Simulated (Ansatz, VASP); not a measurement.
**MgO in VASP and in Ansatz**

```
Mg O
1.0
     2.94103    0.00000    0.00000
     0.00000    2.94103    0.00000
     0.00000    0.00000   20.15920
Mg O
3 3
Direct
  0.25000 0.25000 0.39684
  0.75000 0.75000 0.50000
  0.25000 0.25000 0.60316
  0.75000 0.75000 0.39684
  0.25000 0.25000 0.50000
  0.75000 0.75000 0.60316
```

Alike in both runs: task single point; functional LDA; k mesh 10 × 10 × 1; occupations fermi-dirac, width 0.02 eV; no spin polarisation.

|  | VASP | Ansatz |
| --- | --- | --- |
| version | VASP 6.6.1 | Ansatz 0.2.0 |
| potentials or method | VASP PAW LDA potentials, release 64 (Mg, O), cutoff 520 eV | all-electron LAPW, scalar-relativistic |

|  | VASP | Ansatz | Ansatz less VASP |
| --- | --- | --- | --- |
| gap on the k mesh at the Fermi level (eV) | 3.39 | 3.40 | +0.011 |
| rms of the force components (eV/Å) | 0.198 | 0.185 | -0.0123 |

LDA's correlation is that of Perdew and Zunger in VASP and of Perdew and Wang (1992) in Ansatz. Ansatz ran all-electron here, and VASP with PAW potentials.
